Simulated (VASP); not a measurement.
# SrMg (P4/mmm) in VASP: further runs

The runs below take SrMg through single point, with LDA.

All numbers are computed with VASP 6.6.1; they aren't measurements. Logs are shortened: lines on timing, memory, paths and dates and some standing lists are left out, and cuts for length are marked.

## Step 1: The cell of the first run

Symmetry: P4/mmm, No. 123, tetragonal system. Conventional cell: a = 4.378 Å, b = 4.378 Å, c = 3.095 Å, α = 90.00°, β = 90.00°, γ = 90.00°. Sr (site symmetry 4/mmm) has 2 Sr at 3.10 Å and 8 Mg at 3.46 Å within 4.1 Å. Mg (site symmetry 4/mmm) has 2 Mg at 3.10 Å and 8 Sr at 3.46 Å within 4.1 Å.

## Step 2: Single point, LDA

File INCAR:

```
SYSTEM = SrMg
PREC     = Accurate       ! precision mode
ENCUT    = 520            ! plane-wave cutoff, eV
EDIFF    = 1E-6           ! SCF threshold, eV
ISMEAR   = 0              ! smearing method
SIGMA    = 0.15           ! smearing width, eV
LREAL    = .False.        ! projectors in reciprocal space
LASPH    = .True.         ! aspherical terms in the spheres
NELM     = 100            ! most SCF steps
ALGO     = Fast           ! electronic algorithm
ISIF     = 2              ! what is computed and relaxed
LWAVE    = .False.        ! write WAVECAR
LCHARG   = .False.        ! write CHGCAR
GGA      = CA             ! functional
NBANDS   = 13             ! bands
```

File KPOINTS:

```
Automatic mesh
0
Gamma
  14 14 14
  0 0 0
```

File POSCAR:

```
SrMg
1.0
    4.3778223665      0.0000000000      0.0000000000
    0.0000000000      4.3778223665      0.0000000000
    0.0000000000      0.0000000000      3.0951204131
Sr Mg
1 1
Direct
    0.5000000000      0.5000000000      0.5000000000
    0.0000000000      0.0000000000      0.0000000000
```

Potentials or basis: VASP PAW LDA potentials, release 64 (Sr_sv, Mg).

The run is started by

```sh
$ cat potpaw_LDA.64/Sr_sv/POTCAR potpaw_LDA.64/Mg/POTCAR > POTCAR
$ mpirun -np 1 vasp_std > vasp.out
```

OUTCAR:

```text
SYSTEM = SrMg
   PREC = Accurate
   ENCUT = 520
   EDIFF = 1E-6
   ISMEAR = 0
   LREAL = .False.
   LASPH = .True.
   NELM = 100
   ISIF = 2
   GGA = CA

 ion  position               nearest neighbor table
   1  0.500  0.500  0.500-   2 3.46   2 3.46   2 3.46   2 3.46   2 3.46   2 3.46   2 3.46   2 3.46

   2  0.000  0.000  0.000-   1 3.46   1 3.46   1 3.46   1 3.46   1 3.46   1 3.46   1 3.46   1 3.46

  LATTYP: Found a simple tetragonal cell.
 ALAT       =     4.3778223665
 C/A-ratio  =     0.7070000000

  Lattice vectors:

 A1 = (   4.3778223665,   0.0000000000,   0.0000000000)
 A2 = (   0.0000000000,   4.3778223665,   0.0000000000)
 A3 = (   0.0000000000,   0.0000000000,   3.0951204131)

Analysis of symmetry for initial positions (statically):
=====================================================================
 Subroutine PRICEL returns:
 Original cell was already a primitive cell.

 Routine SETGRP: Setting up the symmetry group for a
 simple tetragonal supercell.

 Subroutine GETGRP returns: Found 16 space group operations
 (whereof 16 operations were pure point group operations)
 out of a pool of 16 trial point group operations.

The static configuration has the point symmetry D_4h.

Analysis of symmetry for dynamics (positions and initial velocities):
=====================================================================
 Subroutine PRICEL returns:
 Original cell was already a primitive cell.

 Routine SETGRP: Setting up the symmetry group for a
 simple tetragonal supercell.

 Subroutine GETGRP returns: Found 16 space group operations
 (whereof 16 operations were pure point group operations)
 out of a pool of 16 trial point group operations.

The dynamic configuration has the point symmetry D_4h.

 Subroutine INISYM returns: Found 16 space group operations
 (whereof 16 operations are pure point group operations),
 and found     1 'primitive' translations

----------------------------------------------------------------------------------------

                                     Primitive cell

  volume of cell :      59.3190

  direct lattice vectors                    reciprocal lattice vectors
     4.377822367  0.000000000  0.000000000     0.228424069  0.000000000  0.000000000
     0.000000000  4.377822367  0.000000000     0.000000000  0.228424069  0.000000000
     0.000000000  0.000000000  3.095120413     0.000000000  0.000000000  0.323089207

  length of vectors
     4.377822367  4.377822367  3.095120413     0.228424069  0.228424069  0.323089207

  position of ions in fractional coordinates (direct lattice)
     0.500000000  0.500000000  0.500000000
     0.000000000  0.000000000  0.000000000

  ion indices of the primitive-cell ions
   primitive index   ion index
                 1           1
                 2           2

----------------------------------------------------------------------------------------

 KPOINTS: Automatic mesh

Automatic generation of k-mesh.
 Grid dimensions read from file:
 generate k-points for:   14   14   14

 Generating k-lattice:

  Cartesian coordinates                     Fractional coordinates (reciprocal lattice)
     0.016316005  0.000000000  0.000000000     0.071428571  0.000000000  0.000000000
     0.000000000  0.016316005  0.000000000     0.000000000  0.071428571  0.000000000
     0.000000000  0.000000000  0.023077801     0.000000000  0.000000000  0.071428571

  Length of vectors
     0.016316005  0.016316005  0.023077801

  Shift w.r.t. Gamma in fractional coordinates (k-lattice)
     0.000000000  0.000000000  0.000000000

 Subroutine IBZKPT returns following result:
 ===========================================

 Found    288 irreducible k-points:

 Following reciprocal coordinates:
            Coordinates               Weight
  0.000000  0.000000  0.000000      1.000000
  0.071429  0.000000  0.000000      4.000000
  0.142857  0.000000  0.000000      4.000000
  0.214286  0.000000  0.000000      4.000000
  0.285714  0.000000  0.000000      4.000000
  0.357143  0.000000  0.000000      4.000000
[... 16 lines left out ...]
  0.285714  0.214286  0.000000      8.000000
  0.357143  0.214286  0.000000      8.000000
 [... further k-points ...]
   k-points           NKPTS =    288   k-points in BZ     NKDIM =    288   number of bands    NBANDS=     13
   number of dos      NEDOS =    301   number of ions     NIONS =      2
   total plane-waves  NPLWV =  31104
   dimension x,y,z NGX =    36 NGY =   36 NGZ =   24
   dimension x,y,z NGXF=    72 NGYF=   72 NGZF=   48
   ions per type =               1   1
   NGX,Y,Z   is equivalent  to a cutoff of  13.67, 13.67, 12.89 a.u.
   NGXF,Y,Z  is equivalent  to a cutoff of  27.34, 27.34, 25.78 a.u.
 SYSTEM =  SrMg
   PREC   = accura    normal or accurate (medium, high low for compatibility)
   ISTART =      0    job   : 0-new  1-cont  2-samecut
   ICHARG =      2    charge: 1-file 2-atom 10-const
   ISPIN  =      1    spin polarized calculation?
   LNONCOLLINEAR =      F non collinear calculations
   LSORBIT =      F    spin-orbit coupling
   LASPH  =      T    aspherical Exc in radial PAW
   ENCUT  =  520.0 eV  38.22 Ry    6.18 a.u.   8.14  8.14  5.75*2*pi/ulx,y,z
   NELM   =    100;   NELMIN=  2; NELMDL= -5     # of ELM steps
   EDIFF  = 0.1E-05   stopping-criterion for ELM
   LREAL  =      F    real-space projection
   EDIFFG = 0.1E-04   stopping-criterion for IOM
   NSW    =      0    number of steps for IOM
   IBRION =     -1    ionic relax: 0-MD 1-quasi-New 2-CG
   NFREE  =      0    steps in history (QN), initial steepest desc. (CG)
   ISIF   =      2    stress and relaxation
   ISYM   =      2    0-nonsym 1-usesym 2-fastsym
   POTIM  = 0.5000    time-step for ionic-motion
   TEBEG  =    0.0;   TEEND  =   0.0 temperature during run
   PSTRESS=    0.0 pullay stress
   NELECT =      12.0000    total number of electrons
   NUPDOWN=      -1.0000    fix difference up-down
   EMIN   =  10.00;   EMAX   =-10.00  energy-range for DOS
   EFERMI =   0.00;   METHOD = LEGACY
   ISMEAR =     0;   SIGMA  =   0.15  broadening in eV -4-tet -1-fermi 0-gaus
   EFERMI_NEDOS =   21; number of points for ismear=-14 and -15
   IALGO  =     68    algorithm
   IMIX   =      4    mixing-type and parameters
     AMIX     =   0.40;   BMIX     =  1.00
     AMIX_MAG =   1.60;   BMIX_MAG =  1.00
  volume/ion in A,a.u.               =      29.66       200.15
  Fermi-wavevector in a.u.,A,eV,Ry     =   0.961031  1.816085 12.566071  0.923580
  Thomas-Fermi vector in A             =   2.090367
   LORBIT       =      0    0 simple, 1 ext, 2 COOP (PROOUT), +10 PAW based schemes
   GGA     = CA    functional components
   LHFCALC =     F    Hartree Fock is set to
   AEXX    =    0.0000 exact exchange contribution
   IVDW    =     0    specifies the selected vdW correction
   LEPSILON=     F    determine dielectric tensor
   LRPA    =     F    only Hartree local field effects (RPA)
 non-spin polarized calculation
 RMM-DIIS sequential band-by-band and
 Gauss-broadening in eV      SIGMA  =   0.15
  energy-cutoff  :      520.00
  volume of cell :       59.32
 maximum number of plane-waves:      1644
 NGX is ok and might be reduce to    36

 number of electron      12.0000000 magnetization

 Free energy of the ion-electron system (eV)
  ---------------------------------------------------
  ext. energy  EPLUGINS =         0.00000000
  ---------------------------------------------------
  free energy    TOTEN  =        -3.46417867 eV

  energy without entropy =       -3.44120363  energy(sigma->0) =       -3.45269115

 E-fermi :   2.5083     XC(G=0):  -8.8476

 val. band max:        2.5066860301   @ k =   0.5000   0.5000   0.0714
 cond. band min:       2.5122641941   @ k =   0.5000   0.2857   0.0000
 fundamental gap:      0.0055781640
 Fermi energy:         2.5083413625

 k-point     1 :       0.0000    0.0000    0.0000
  band No.  band energies     occupation
      1     -33.1830      2.00000
      2     -15.2246      2.00000
      3     -15.2246      2.00000
      4     -14.6209      2.00000
      5      -2.6541      2.00000
      6       2.6984      0.07313
      7       2.9279      0.00008
      8       5.2166      0.00000
      9       5.2166      0.00000
     10       5.8411      0.00000
     11       8.4857      0.00000
     12       9.2377      0.00000
     13       9.2377      0.00000

 k-point     2 :       0.0714    0.0000    0.0000
  band No.  band energies     occupation
      1     -33.1828      2.00000
      2     -15.2305      2.00000
      3     -15.2241      2.00000
      4     -14.6207      2.00000
      5      -2.6032      2.00000
      6       2.6437      0.20204
      7       2.9155      0.00012
      8       4.9279      0.00000
      9       5.1767      0.00000
     10       6.1740      0.00000
     11       8.6345      0.00000
     12       9.1828      0.00000
     13       9.2436      0.00000

 k-point     3 :       0.1429    0.0000    0.0000
  band No.  band energies     occupation
      1     -33.1822      2.00000
      2     -15.2468      2.00000
      3     -15.2226      2.00000
      4     -14.6201      2.00000
      5      -2.4527      2.00000
      6       2.3969      1.70670
      7       2.9523      0.00003
      8       4.5079      0.00000
      9       5.1428      0.00000
     10       6.7230      0.00000
     11       8.9396      0.00000
     12       9.0414      0.00000
     13       9.2603      0.00000
[... 305 lines left out ...]
 k-point    23 :       0.2857    0.2143    0.0000
  band No.  band energies     occupation
      1     -33.1789      2.00000
      2     -15.2901      2.00000
      3     -15.2614      2.00000
      4     -14.6166      2.00000
      5      -1.5314      2.00000
      6       1.5772      2.00000
      7       2.4131      1.63056
      8       3.4855      0.00000
      9       6.6469      0.00000
     10       7.2465      0.00000
     11       8.7505      0.00000
     12       8.9917      0.00000
     13       9.2037      0.00000

 k-point    24 :       0.3571    0.2143    0.0000
  band No.  band energies     occupation
      1     -33.1781      2.00000
      2     -15.3123      2.00000
      3     -15.2587      2.00000
      4     -14.6158      2.00000
      5      -1.2051      2.00000
      6       1.0732      2.00000
      7       2.5755      0.52654
      8       3.3885      0.00000
      9       6.7263      0.00000
     10       7.6141      0.00000
     11       8.6225      0.00000
     12       8.8138      0.00000
     13       9.0196      0.00000

 [... further k-points ...]

------------------------ aborting loop because EDIFF is reached ----------------------------------------

  FORCE on cell =-STRESS in cart. coord.  units (eV):
  Direction    XX          YY          ZZ          XY          YZ          ZX
  --------------------------------------------------------------------------------------
  -------------------------------------------------------------------------------------
  Total       -0.2067300     -0.2067300      4.0987885      0.0000000      0.0000000      0.0000000
  in kB       -5.5836762     -5.5836762    110.7062840      0.0000000      0.0000000      0.0000000
  external PRESSURE =      33.1796438 kB  Pullay stress =       0.0000000 kB

 VOLUME and BASIS-vectors are now :
 -----------------------------------------------------------------------------
  energy-cutoff  :      520.00
  volume of cell :       59.32
      direct lattice vectors                 reciprocal lattice vectors
     4.377822367  0.000000000  0.000000000     0.228424069  0.000000000  0.000000000
     0.000000000  4.377822367  0.000000000     0.000000000  0.228424069  0.000000000
     0.000000000  0.000000000  3.095120413     0.000000000  0.000000000  0.323089207

 POSITION                                       TOTAL-FORCE (eV/Angst)
 -----------------------------------------------------------------------------------
      2.18891      2.18891      1.54756         0.000000      0.000000      0.000000
      0.00000      0.00000      0.00000         0.000000      0.000000      0.000000
 -----------------------------------------------------------------------------------
    total drift:                                0.000000      0.000000      0.000000

  FREE ENERGIE OF THE ION-ELECTRON SYSTEM (eV)
  ---------------------------------------------------
  free  energy   TOTEN  =        -3.4641786737 eV

  energy  without entropy=       -3.4412036316  energy(sigma->0) =       -3.45269115
```

Run time: 2.1 min. Hardware: 1 thread of Intel Xeon Platinum 8488C (Sapphire Rapids), shared host; peak memory 0.36 GiB.

What came out:

| Property | Result |
| --- | --- |
| Free energy | -3.4642 eV |
| Pressure | 3.3 GPa |
| Band gap on the k mesh | zero (band 6 reaches 3.79 eV, above the bottom of band 7 at 1.86 eV) |

## Step 3: Single point, LDA

This run uses another cell than the first one, of the same volume but with other edges.

File INCAR:

```
ALGO     = Fast           # electronic algorithm
EDIFF    = 1E-6           # SCF threshold, eV
ENCUT    = 520            # plane-wave cutoff, eV
ISIF     = 2              # what is computed and relaxed
ISMEAR   = 0              # smearing method
LASPH    = T              # aspherical terms in the spheres
LCHARG   = F              # write CHGCAR
LREAL    = F              # projectors in reciprocal space
LWAVE    = F              # write WAVECAR
NBANDS   = 13             # bands
NELM     = 80             # most SCF steps
PREC     = Accurate       # precision mode
SIGMA    = 0.15           # smearing width, eV
```

File KPOINTS:

```
k-points
0
Gamma
  14 14 14
```

File POSCAR:

```
SrMg
1.0
    3.4746799150      0.0000000000      0.0000000000
    0.0000000000      3.4746799150      0.0000000000
    0.0000000000      0.0000000000      4.9131973998
Sr Mg
1 1
Direct
    0.5000000000      0.5000000000      0.5000000000
    0.0000000000      0.0000000000      0.0000000000
```

Potentials or basis: VASP PAW LDA potentials, release 64 (Sr_sv, Mg).

The run is started by

```sh
$ cat potpaw_LDA.64/Sr_sv/POTCAR potpaw_LDA.64/Mg/POTCAR > POTCAR
$ mpirun -np 1 vasp_std > vasp.out
```

OUTCAR:

```text
EDIFF = 1E-6
   ENCUT = 520
   ISIF = 2
   ISMEAR = 0
   LASPH = T
   LREAL = F
   NELM = 80
   PREC = Accurate

 ion  position               nearest neighbor table
   1  0.500  0.500  0.500-   2 3.47   2 3.47   2 3.47   2 3.47   2 3.47   2 3.47   2 3.47   2 3.47

   2  0.000  0.000  0.000-   1 3.47   1 3.47   1 3.47   1 3.47   1 3.47   1 3.47   1 3.47   1 3.47

  LATTYP: Found a simple tetragonal cell.
 ALAT       =     3.4746799150
 C/A-ratio  =     1.4140000000

  Lattice vectors:
[... 573 lines left out ...]

------------------------ aborting loop because EDIFF is reached ----------------------------------------

  FORCE on cell =-STRESS in cart. coord.  units (eV):
  Direction    XX          YY          ZZ          XY          YZ          ZX
  --------------------------------------------------------------------------------------
  -------------------------------------------------------------------------------------
  Total        1.4451528      1.4451528      0.3421641      0.0000000      0.0000000      0.0000000
  in kB       39.0328747     39.0328747      9.2416872      0.0000000      0.0000000      0.0000000
  external PRESSURE =      29.1024788 kB  Pullay stress =       0.0000000 kB

 VOLUME and BASIS-vectors are now :
 -----------------------------------------------------------------------------
  energy-cutoff  :      520.00
  volume of cell :       59.32
      direct lattice vectors                 reciprocal lattice vectors
     3.474679915  0.000000000  0.000000000     0.287796293  0.000000000  0.000000000
     0.000000000  3.474679915  0.000000000     0.000000000  0.287796293  0.000000000
     0.000000000  0.000000000  4.913197400     0.000000000  0.000000000  0.203533446

 POSITION                                       TOTAL-FORCE (eV/Angst)
 -----------------------------------------------------------------------------------
      1.73734      1.73734      2.45660         0.000000      0.000000      0.000000
      0.00000      0.00000      0.00000         0.000000      0.000000      0.000000
 -----------------------------------------------------------------------------------
    total drift:                                0.000000      0.000000      0.000000

  FREE ENERGIE OF THE ION-ELECTRON SYSTEM (eV)
  ---------------------------------------------------
  free  energy   TOTEN  =        -3.7088708890 eV

  energy  without entropy=       -3.6906321297  energy(sigma->0) =       -3.69975151
```

OSZICAR:

```text
N       E                     dE             d eps       ncg     rms          rms(c)
DAV:   1     0.450571206849E+02    0.45057E+02   -0.56470E+03  7592   0.770E+02
DAV:   2    -0.934141389553E+00   -0.45991E+02   -0.44619E+02  9473   0.165E+02
DAV:   3    -0.367681351010E+01   -0.27427E+01   -0.27198E+01 12362   0.307E+01
DAV:   4    -0.378710951772E+01   -0.11030E+00   -0.11022E+00  9397   0.449E+00
DAV:   5    -0.379023753017E+01   -0.31280E-02   -0.31279E-02 11172   0.611E-01    0.182E+01
RMM:   6    -0.372601046540E+01    0.64227E-01   -0.33408E-02  7761   0.110E+00    0.101E+01
RMM:   7    -0.371003923726E+01    0.15971E-01   -0.42453E-02  9261   0.145E+00    0.473E-01
RMM:   8    -0.370867727747E+01    0.13620E-02   -0.63344E-03  9711   0.446E-01    0.893E-02
RMM:   9    -0.370881925193E+01   -0.14197E-03   -0.13210E-03 11735   0.174E-01    0.547E-02
RMM:  10    -0.370885783163E+01   -0.38580E-04   -0.33165E-04 12583   0.631E-02    0.272E-02
RMM:  11    -0.370886513127E+01   -0.72996E-05   -0.89069E-05 12453   0.377E-02    0.799E-03
RMM:  12    -0.370886909713E+01   -0.39659E-05   -0.33587E-05 11163   0.185E-02    0.551E-03
RMM:  13    -0.370887023075E+01   -0.11336E-05   -0.12266E-05  9523   0.117E-02    0.135E-03
RMM:  14    -0.370887088905E+01   -0.65830E-06   -0.58038E-06  8018   0.702E-03
   1 F= -.37088709E+01 E0= -.36997515E+01  d E =-.182388E-01
```

Run time: 2.3 min. Hardware: 1 thread of Intel Xeon Platinum 8488C (Sapphire Rapids), shared host; peak memory 0.36 GiB.

What came out:

```yaml
Free_energy: -3.7089 eV
Pressure: 2.9 GPa
Band_gap_on_the_k_mesh: zero (band 6 reaches 3.66 eV, above the bottom of band 7 at 2.21 eV)
```

Stress tensor (GPa, compression positive):
```
3.90 0.00 0.00
0.00 3.90 0.00
0.00 0.00 0.92
```

Levels at points of the mesh, in eV from the Fermi level:
```
           k point  band 4  band 5  band 6  band 7  band 8  band 9
(0.00, 0.00, 0.00)  -17.37   -5.27   -0.30    0.90    1.31    4.96
(0.50, 0.00, 0.00)  -17.30   -2.08   -1.96    0.09    1.51    3.81
(0.50, 0.50, 0.00)  -17.50   -1.66    1.05    1.05    1.20    1.70
(0.00, 0.00, 0.50)  -17.37   -3.76   -2.97    1.11    2.89    4.00
(0.50, 0.00, 0.50)  -17.30   -2.56   -0.47    0.15    0.58    3.77
(0.50, 0.50, 0.50)  -17.53   -1.04   -0.39   -0.39    1.60    3.42
```

(Continued in part 2 of 2.)
